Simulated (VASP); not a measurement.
Set up this calculation in VASP 6.6.1, as the native input.

- Task: single point
- Functional: LDA
- Potentials or basis: VASP PAW LDA potentials, release 64 (Nb_sv, B)
- Cutoff: 500 eV
- k mesh: 15 × 15 × 12
- Occupations: fermi-dirac, width 0.15 eV
- Spin: no spin polarisation
- Dipole correction: no
- Further INCAR settings: ALGO = Normal; EDIFF = 1e-06; NBANDS = 16

The structure of NbB2 lies in POSCAR:

```
NbB2
1.0
    3.0740038336      0.0000000000      0.0000000000
   -1.5370019168      2.6621654112      0.0000000000
    0.0000000000      0.0000000000      3.2790124869
Nb B
1 2
Direct
    0.0000000000      0.0000000000      0.0000000000
    0.3333333333      0.6666666667      0.5000000000
    0.6666666667      0.3333333333      0.5000000000
```

The input as run:

INCAR

```
SYSTEM = NbB2
PREC = Accurate ; ENCUT = 500
EDIFF = 1E-6 ; ISMEAR = -1
SIGMA = 0.15 ; LREAL = .False.
LASPH = .True. ; NELM = 120
ALGO = Normal ; ISIF = 2
LWAVE = .False. ; LCHARG = .True.
LELF = .True. ; LVHAR = .True.
NBANDS = 16 ; GGA_COMPAT = .False.
```

KPOINTS

```
regular mesh
0
Gamma
  15 15 12
  0 0 0
```

Potentials or basis: VASP PAW LDA potentials, release 64 (Nb_sv, B).

Command:

```sh
$ cat potpaw_LDA.64/Nb_sv/POTCAR potpaw_LDA.64/B/POTCAR > POTCAR
$ mpirun -np 1 vasp_std > vasp.out
```

It gave:

The pressure is 0.1 GPa. The band gap on the k mesh is zero (an odd number of electrons rules out a gap without spin polarisation).

Caveat: an odd number of electrons without spin polarisation forces a metal; a magnetic or distorted state may lie lower.

It took 68 s on 1 thread of AMD EPYC 7R13, with other jobs on the host, peak memory 0.19 GiB.
